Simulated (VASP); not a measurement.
# Sn (P1) in VASP: notebook

Runs on Sn. Level: PBEsol. Tasks: single point.

All numbers are computed with VASP 6.6.1; they aren't measurements. Logs are shortened: lines on timing, memory, paths and dates and some standing lists are left out, and cuts for length are marked.

## (1) The cell of the first run

The typed cell holds 16 atoms: a = 9.373 Å, b = 9.373 Å, c = 9.373 Å, α = 60.00°, β = 60.00°, γ = 60.00°.

## (2) Single point, PBEsol

The input, INCAR:

```
PREC = Accurate
ENCUT = 520
EDIFF = 1E-6
ISMEAR = -1
SIGMA = 0.1293
LREAL = Auto
LASPH = True
NELM = 60
ALGO = Normal
ISIF = 2
LWAVE = False
LCHARG = False
GGA = PS
NBANDS = 126
```

The input, KPOINTS:

```
Automatic mesh
0
Gamma
  2 2 2
  0.5 0.5 0.5
```

The input, POSCAR:

```
Sn
1.0
   -6.6276415737     -6.6276415737      0.0000000000
    0.0000000000     -6.6276415737      6.6276415737
   -6.6276415737      0.0000000000      6.6276415737
Sn
16
Direct
    0.7760022842      0.2567057951      0.2533302354
    0.2334466164      0.2405980291      0.2376879441
    0.7423427995      0.7521734458      0.2522327107
    0.3145196488      0.7155162885      0.2659148779
    0.7742011910      0.2508405111      0.7582200914
    0.2584245815      0.2479424214      0.7066377154
    0.7377135510      0.7418249683      0.7329382475
    0.2229869379      0.7672289522      0.7677983855
    0.3964407958      0.3532228582      0.3647163886
    0.8874088821      0.3766744131      0.3897994439
    0.3706181109      0.8963462997      0.3973704629
    0.9348359339      0.8459477535      0.3594003196
    0.3786980590      0.3997462703      0.8345526744
    0.8655955420      0.3977233788      0.8790460279
    0.3765872026      0.8791110586      0.8633018150
    0.8460219880      0.8677110004      0.8755798628
```

Potentials or basis: VASP PAW PBE potentials, release 64 (Sn_d).

Command:

```sh
> cat potpaw_PBE.64/Sn_d/POTCAR > POTCAR
> mpirun -np 1 vasp_std > vasp.out
```

OUTCAR:

```text
PREC = Accurate
   ENCUT = 520
   EDIFF = 1E-6
   ISMEAR = -1
   LREAL = Auto
   LASPH = True
   NELM = 60
   ISIF = 2
   GGA = PS

 ion  position               nearest neighbor table
   1  0.776  0.257  0.253-  10 2.82  14 2.88   9 2.93  12 3.15
   2  0.233  0.241  0.238-  10 2.69  11 2.69   9 3.09  13 3.10
   3  0.742  0.752  0.252-  11 2.86  10 2.89  16 2.89  12 3.05
   4  0.315  0.716  0.266-   9 2.82  11 2.88  12 2.92  15 3.14
   5  0.774  0.251  0.758-  14 2.76  10 2.82  16 2.99  13 3.06
   6  0.258  0.248  0.707-   9 2.62  15 2.84  14 3.05  13 3.06
[... 8 lines left out ...]
  15  0.377  0.879  0.863-   7 2.77   8 2.78   6 2.84   4 3.14
  16  0.846  0.868  0.876-   7 2.89   3 2.89   8 2.91   5 2.99

  LATTYP: Found a face centered cubic cell.
 ALAT       =    13.2552831474

  Lattice vectors:

 A1 = (  -6.6276415737,  -6.6276415737,   0.0000000000)
 A2 = (   0.0000000000,  -6.6276415737,   6.6276415737)
 A3 = (  -6.6276415737,   0.0000000000,   6.6276415737)

Analysis of symmetry for initial positions (statically):
=====================================================================
 Subroutine PRICEL returns:
 Original cell was already a primitive cell.

 Routine SETGRP: Setting up the symmetry group for a
 face centered cubic supercell.

 Subroutine GETGRP returns: Found  1 space group operations
 (whereof  1 operations were pure point group operations)
 out of a pool of 48 trial point group operations.

The static configuration has the point symmetry C_1 .

Analysis of symmetry for dynamics (positions and initial velocities):
=====================================================================
 Subroutine PRICEL returns:
 Original cell was already a primitive cell.

 Routine SETGRP: Setting up the symmetry group for a
 face centered cubic supercell.

 Subroutine GETGRP returns: Found  1 space group operations
 (whereof  1 operations were pure point group operations)
 out of a pool of 48 trial point group operations.

The dynamic configuration has the point symmetry C_1 .

 Subroutine INISYM returns: Found  1 space group operations
 (whereof  1 operations are pure point group operations),
 and found     1 'primitive' translations

----------------------------------------------------------------------------------------

                                     Primitive cell

  volume of cell :     582.2467

  direct lattice vectors                    reciprocal lattice vectors
    -6.627641574 -6.627641574  0.000000000    -0.075441617 -0.075441617 -0.075441617
     0.000000000 -6.627641574  6.627641574     0.075441617 -0.075441617  0.075441617
    -6.627641574  0.000000000  6.627641574    -0.075441617  0.075441617  0.075441617

  length of vectors
     9.372900600  9.372900600  9.372900600     0.130668714  0.130668714  0.130668714

  position of ions in fractional coordinates (direct lattice)
     0.776002284  0.256705795  0.253330235
     0.233446616  0.240598029  0.237687944
     0.742342800  0.752173446  0.252232711
     0.314519649  0.715516288  0.265914878
     0.774201191  0.250840511  0.758220091
     0.258424582  0.247942421  0.706637715
[... 8 lines left out ...]
     0.376587203  0.879111059  0.863301815
     0.846021988  0.867711000  0.875579863

  ion indices of the primitive-cell ions
   primitive index   ion index
                 1           1
                 2           2
                 3           3
                 4           4
                 5           5
                 6           6
[... 8 lines left out ...]
                15          15
                16          16

----------------------------------------------------------------------------------------

 KPOINTS: Automatic mesh

Automatic generation of k-mesh.
 Grid dimensions read from file:
 generate k-points for:    2    2    2

 Generating k-lattice:

  Cartesian coordinates                     Fractional coordinates (reciprocal lattice)
    -0.037720809 -0.037720809 -0.037720809     0.500000000  0.000000000  0.000000000
     0.037720809 -0.037720809  0.037720809     0.000000000  0.500000000  0.000000000
    -0.037720809  0.037720809  0.037720809     0.000000000  0.000000000  0.500000000

  Length of vectors
     0.065334357  0.065334357  0.065334357

  Shift w.r.t. Gamma in fractional coordinates (k-lattice)
     0.500000000  0.500000000  0.500000000

 Subroutine IBZKPT returns following result:
 ===========================================

 Found     16 irreducible k-points:

 Following reciprocal coordinates:
            Coordinates               Weight
  0.250000  0.250000  0.250000      2.000000
  0.250000  0.000000  0.000000      2.000000
  0.000000  0.000000 -0.250000      2.000000
  0.000000  0.250000  0.000000      2.000000
 -0.250000  0.250000  0.250000      2.000000
  0.250000 -0.250000  0.250000      2.000000
[... 8 lines left out ...]
  0.000000  0.250000  0.500000      2.000000
  0.500000  0.250000  0.000000      2.000000
   k-points           NKPTS =     16   k-points in BZ     NKDIM =     16   number of bands    NBANDS=    126
   number of dos      NEDOS =    301   number of ions     NIONS =     16
   total plane-waves  NPLWV = 343000
   dimension x,y,z NGX =    70 NGY =   70 NGZ =   70
   dimension x,y,z NGXF=   140 NGYF=  140 NGZF=  140
   ions per type =              16
   NGX,Y,Z   is equivalent  to a cutoff of  12.42, 12.42, 12.42 a.u.
   NGXF,Y,Z  is equivalent  to a cutoff of  24.83, 24.83, 24.83 a.u.
 SYSTEM =  unknown system
   PREC   = accura    normal or accurate (medium, high low for compatibility)
   ISTART =      0    job   : 0-new  1-cont  2-samecut
   ICHARG =      2    charge: 1-file 2-atom 10-const
   ISPIN  =      1    spin polarized calculation?
   LNONCOLLINEAR =      F non collinear calculations
   LSORBIT =      F    spin-orbit coupling
   LASPH  =      T    aspherical Exc in radial PAW
   ENCUT  =  520.0 eV  38.22 Ry    6.18 a.u.  17.43 17.43 17.43*2*pi/ulx,y,z
   NELM   =     60;   NELMIN=  2; NELMDL= -5     # of ELM steps
   EDIFF  = 0.1E-05   stopping-criterion for ELM
   LREAL  =      T    real-space projection
   EDIFFG = 0.1E-04   stopping-criterion for IOM
   NSW    =      0    number of steps for IOM
   IBRION =     -1    ionic relax: 0-MD 1-quasi-New 2-CG
   NFREE  =      0    steps in history (QN), initial steepest desc. (CG)
   ISIF   =      2    stress and relaxation
   ISYM   =      2    0-nonsym 1-usesym 2-fastsym
   POTIM  = 0.5000    time-step for ionic-motion
   TEBEG  =    0.0;   TEEND  =   0.0 temperature during run
   PSTRESS=    0.0 pullay stress
   NELECT =     224.0000    total number of electrons
   NUPDOWN=      -1.0000    fix difference up-down
   EMIN   =  10.00;   EMAX   =-10.00  energy-range for DOS
   EFERMI =   0.00;   METHOD = LEGACY
   ISMEAR =    -1;   SIGMA  =   0.13  broadening in eV -4-tet -1-fermi 0-gaus
   EFERMI_NEDOS =   21; number of points for ismear=-14 and -15
   IALGO  =     38    algorithm
   IMIX   =      4    mixing-type and parameters
     AMIX     =   0.40;   BMIX     =  1.00
     AMIX_MAG =   1.60;   BMIX_MAG =  1.00
  volume/ion in A,a.u.               =      36.39       245.57
  Fermi-wavevector in a.u.,A,eV,Ry     =   1.190662  2.250025 19.288653  1.417676
  Thomas-Fermi vector in A             =   2.326742
   LORBIT       =      0    0 simple, 1 ext, 2 COOP (PROOUT), +10 PAW based schemes
   GGA     = PS    functional components
   LHFCALC =     F    Hartree Fock is set to
   AEXX    =    0.0000 exact exchange contribution
   IVDW    =     0    specifies the selected vdW correction
   LEPSILON=     F    determine dielectric tensor
   LRPA    =     F    only Hartree local field effects (RPA)
 non-spin polarized calculation
  energy-cutoff  :      520.00
  volume of cell :      582.25
 maximum number of plane-waves:     15718
 NGX is ok and might be reduce to    70
   NGX = 35   NGY = 35   NGZ = 35

 number of electron     224.0000008 magnetization

 Free energy of the ion-electron system (eV)
  ---------------------------------------------------
  ext. energy  EPLUGINS =         0.00000000
  ---------------------------------------------------
  free energy    TOTEN  =       -65.85921110 eV

  energy without entropy =      -65.67804625  energy(sigma->0) =      -65.76862867

 E-fermi :   4.7835     XC(G=0):  -8.8205

 val. band max:        4.7726937460   @ k =   0.2500   0.0000   0.0000
 cond. band min:       4.8017953177   @ k =   0.0000   0.0000  -0.2500
 fundamental gap:      0.0291015717
 Fermi energy:         4.7834602151

 k-point     1 :       0.2500    0.2500    0.2500
  band No.  band energies     occupation
      1     -16.9275      2.00000
      2     -16.8924      2.00000
      3     -16.8677      2.00000
      4     -16.8471      2.00000
      5     -16.8230      2.00000
      6     -16.7942      2.00000
[... 116 lines left out ...]
    123       6.5752      0.00000
    124       7.2586      0.00000

 k-point     2 :       0.2500    0.0000    0.0000
  band No.  band energies     occupation
      1     -16.9274      2.00000
      2     -16.8942      2.00000
      3     -16.8684      2.00000
      4     -16.8450      2.00000
      5     -16.8232      2.00000
      6     -16.7952      2.00000
[... 1894 lines left out ...]
    123       7.4372      0.00000
    124       7.4822      0.00000
 [bands above 124 left out]

------------------------ aborting loop because EDIFF is reached ----------------------------------------

  FORCE on cell =-STRESS in cart. coord.  units (eV):
  Direction    XX          YY          ZZ          XY          YZ          ZX
  --------------------------------------------------------------------------------------
  -------------------------------------------------------------------------------------
  Total       -3.7730838     -3.9491074     -2.9399066     -2.9908928      0.0908846      1.3307067
  in kB      -10.3824536    -10.8668205     -8.0897868     -8.2300865      0.2500885      3.6617263
  external PRESSURE =      -9.7796870 kB  Pullay stress =       0.0000000 kB

 VOLUME and BASIS-vectors are now :
 -----------------------------------------------------------------------------
  energy-cutoff  :      520.00
  volume of cell :      582.25
      direct lattice vectors                 reciprocal lattice vectors
    -6.627641574 -6.627641574  0.000000000    -0.075441617 -0.075441617 -0.075441617
     0.000000000 -6.627641574  6.627641574     0.075441617 -0.075441617  0.075441617
    -6.627641574  0.000000000  6.627641574    -0.075441617  0.075441617  0.075441617

 POSITION                                       TOTAL-FORCE (eV/Angst)
 -----------------------------------------------------------------------------------
     -6.82205     -6.84442      3.38034        -0.163945      0.899851     -0.702180
     -3.12251     -3.14180      3.16991         0.280769     -2.151927     -0.335005
     -6.59169     -9.90512      6.65684        -0.519533     -0.616007      0.140884
     -3.84691     -6.82671      6.50457         1.040018     -0.181584     -0.037778
    -10.15634     -6.79361      6.68769         0.619496      1.248080     -0.183445
     -6.39609     -3.35602      6.32662        -0.992375      0.664046      1.965480
[... 8 lines left out ...]
     -8.21754     -8.32232     11.54809        -0.600972      0.431839      0.912770
    -11.41016    -11.35801     11.55391        -0.109308     -0.469167      0.348743
 -----------------------------------------------------------------------------------
    total drift:                               -0.011078      0.015708     -0.039336

  FREE ENERGIE OF THE ION-ELECTRON SYSTEM (eV)
  ---------------------------------------------------
  free  energy   TOTEN  =       -65.8592110976 eV

  energy  without entropy=      -65.6780462499  energy(sigma->0) =      -65.76862867
```

It took 29 min on 1 thread of Intel Xeon Platinum 8259CL at 2.50GHz (Skylake/Cascade Lake), shared host; peak memory 1.1 GiB.

What came out:

```yaml
Free_energy: -65.8592 eV
Pressure: -1.0 GPa
Largest_force: 2.300 eV/Å
Band_gap_on_the_k_mesh: zero (bands 112 and 113 overlap by 0.03 eV)
```

Forces in eV/Å, atoms in the order of the input:
```
Sn  -0.164  0.900 -0.702
Sn   0.281 -2.152 -0.335
Sn  -0.520 -0.616  0.141
Sn   1.040 -0.182 -0.038
Sn   0.619  1.248 -0.183
Sn  -0.992  0.664  1.965
Sn   0.689 -1.374  0.181
Sn   0.261  0.528 -0.262
Sn   0.916 -0.664 -1.424
Sn   0.631  0.334  0.840
Sn  -0.672  0.578 -0.655
Sn   0.765  0.011  0.378
Sn  -0.599  0.560 -0.399
Sn  -1.545  0.204 -0.769
Sn  -0.601  0.432  0.913
Sn  -0.109 -0.469  0.349
```

Caveat: the k points lie up to 0.41 Å⁻¹ apart; the atoms stand as in a frame of molecular dynamics; the PAW data sets were made with another functional, which shifts forces and pressure a little; spin-orbit coupling is left out, which moves the levels of the heavy elements.

## (3) Single point, PBEsol

The input, INCAR:

```
SYSTEM = Sn
PREC     = Accurate       ! precision mode
ENCUT    = 520            ! plane-wave cutoff, eV
EDIFF    = 1E-7           ! SCF threshold, eV
ISMEAR   = -1             ! smearing method
SIGMA    = 0.1293         ! smearing width, eV
LREAL    = Auto         
LASPH    = .True.         ! aspherical terms in the spheres
NELM     = 100            ! most SCF steps
ALGO     = Normal         ! electronic algorithm
ISIF     = 2              ! what is computed and relaxed
LWAVE    = .False.        ! write WAVECAR
LCHARG   = .False.        ! write CHGCAR
GGA      = PS             ! functional
NBANDS   = 126            ! bands
```

KPOINTS is that of step 2.

The input, POSCAR:

```
Sn
1.0
   -6.6276415737     -6.6276415737      0.0000000000
    0.0000000000     -6.6276415737      6.6276415737
   -6.6276415737      0.0000000000      6.6276415737
Sn
16
Direct
    0.7659926904      0.2694033738      0.2492799258
    0.2463409468      0.2428822504      0.2374911924
    0.7295517487      0.7601030388      0.2548732428
    0.2896149375      0.7292235022      0.2498943224
    0.7669197924      0.2467608548      0.7670736933
    0.2493061795      0.2529329598      0.7242716654
    0.7354260857      0.7498094827      0.7385715485
    0.2493604975      0.7519893683      0.7539523591
    0.3808854887      0.3653058894      0.3614185338
    0.8756281455      0.3749345031      0.3909030794
    0.3790931468      0.8830556745      0.3858410977
    0.9097846395      0.8579615293      0.3804851955
    0.3758040432      0.3842089938      0.8381445252
    0.8825751114      0.3772774179      0.8803784023
    0.3532452644      0.8799526853      0.8762228517
    0.8463144752      0.8828691073      0.8770104622
```

Potentials or basis: VASP PAW PBE potentials, release 64 (Sn_d).

Command:

```sh
> cat potpaw_PBE.64/Sn_d/POTCAR > POTCAR
> mpirun -np 1 vasp_std > vasp.out
```

It took 60 min on 1 thread of Intel Xeon 8259CL, shared host; peak memory 1.1 GiB.

It converged, with:

```
Free energy   : -66.5181 eV
Pressure      : -1.1 GPa
Largest force : 1.849 eV/Å
```

Forces on the atoms (eV/Å):
```
Sn  -0.005  1.396 -0.705
Sn   0.582 -0.888  0.025
Sn  -1.316 -1.135 -0.631
Sn   0.447 -0.036  0.470
Sn   1.050  0.685 -0.161
Sn  -0.380  0.067  0.183
Sn  -0.224  0.010  0.505
Sn   0.902  1.093  0.007
Sn  -0.056 -0.278 -0.737
Sn  -0.140 -0.489  0.656
Sn   0.455  0.822  0.101
Sn   1.196 -0.299 -0.146
Sn  -1.062  0.036  0.172
Sn  -0.059 -0.302  0.465
Sn  -0.842 -0.603  0.321
Sn  -0.549 -0.079 -0.524
```

Stress tensor (GPa, compression positive):
```
-1.36 -0.11 -0.38
-0.11 -1.05 -0.20
-0.38 -0.20 -0.82
```

Levels at points of the mesh, in eV from the Fermi level:
```csv
k point,band 110,band 111,band 112,band 113,band 114,band 115
"(0.25, 0.25, 0.25)",-0.70,-0.15,-0.09,-0.01,0.33,0.65
```

Caveat: the k points lie up to 0.41 Å⁻¹ apart; the atoms stand as in a frame of molecular dynamics; the PAW data sets were made with another functional, which shifts forces and pressure a little; spin-orbit coupling is left out, which moves the levels of the heavy elements.

The gap in the log of VASP goes by the Fermi energy; the results here count the filled bands.